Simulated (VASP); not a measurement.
Write the native input for VASP 6.6.1 that does the following.

```yaml
Task: single point
Functional: HSE06
Potentials_or_basis: VASP PAW PBE potentials, release 64 (Si, C)
Cutoff: 520 eV
k_mesh: 6 × 6 × 4
Occupations: gaussian, width 0.01 eV
Spin: no spin polarisation
Dipole_correction: no
Grid_for_exact_exchange_PRECFOCK: Normal
Further_INCAR_settings: ALGO = Normal; EDIFF = 1e-07; NBANDS = 16
Screening_parameter: 0.2079 1/Å
```

The system is SiC.

```
Si C
1.0
     3.00001    0.00000    0.00000
    -1.50001    2.59809    0.00000
     0.00000    0.00000    5.07092
Si C
2 2
Direct
  0.33333 0.66667 0.50121
  0.66667 0.33333 0.00121
  0.33333 0.66667 0.87379
  0.66667 0.33333 0.37379
```

This cell differs from its parent crystal: epitaxial xy strain -2.5%.

The input as run:

POSCAR

```
SiC
1.0
    3.0000101912      0.0000000000      0.0000000000
   -1.5000050956      2.5980850372      0.0000000000
    0.0000000000      0.0000000000      5.0709167896
Si C
2 2
Direct
    0.3333333333      0.6666666667      0.5012143132
    0.6666666667      0.3333333333      1.0012143132
    0.3333333333      0.6666666667      0.8737856868
    0.6666666667      0.3333333333      0.3737856868
```

INCAR.step1

```
ALGO = Normal ; EDIFF = 1E-5
ENCUT = 520 ; GGA = PE
ISIF = 2 ; ISMEAR = 0
LASPH = True ; LCHARG = False
LREAL = False ; LWAVE = True
NBANDS = 16 ; NELM = 60
PREC = Accurate ; SIGMA = 0.01
```

INCAR.step2

```
ALGO = Normal ; EDIFF = 1E-7
ENCUT = 520 ; GGA = PE
HFSCREEN = 0.2079 ; ISIF = 2
ISMEAR = 0 ; ISTART = 1
LASPH = True ; LCHARG = False
LHFCALC = True ; LREAL = False
LWAVE = False ; NBANDS = 16
NELM = 60 ; PREC = Accurate
PRECFOCK = Normal ; SIGMA = 0.01
```

KPOINTS

```
k-points
0
Gamma
  6 6 4
```

Potentials or basis: VASP PAW PBE potentials, release 64 (Si, C).

The run is started by

```bash
$ cat potpaw_PBE.64/Si/POTCAR potpaw_PBE.64/C/POTCAR > POTCAR
$ cp INCAR.step1 INCAR
$ mpirun -np 1 vasp_std > vasp.out
$ cp INCAR.step2 INCAR
$ mpirun -np 1 vasp_std > vasp.out
```

Results of the run:

The pressure is 9.8 GPa and the largest force is 0.009 eV/Å. The band gap on the k mesh is 2.84 eV, indirect (least direct gap 5.41 eV).

Caveat: the cell differs from its parent crystal (epitaxial xy strain -2.5%); the PAW data sets were made with another functional, which shifts forces and pressure a little.

It took 22 min on 1 thread of Intel(R) Xeon(R) Platinum 8375C CPU @ 2.90GHz (Ice Lake), with other jobs on the host, peak memory 0.26 GiB.
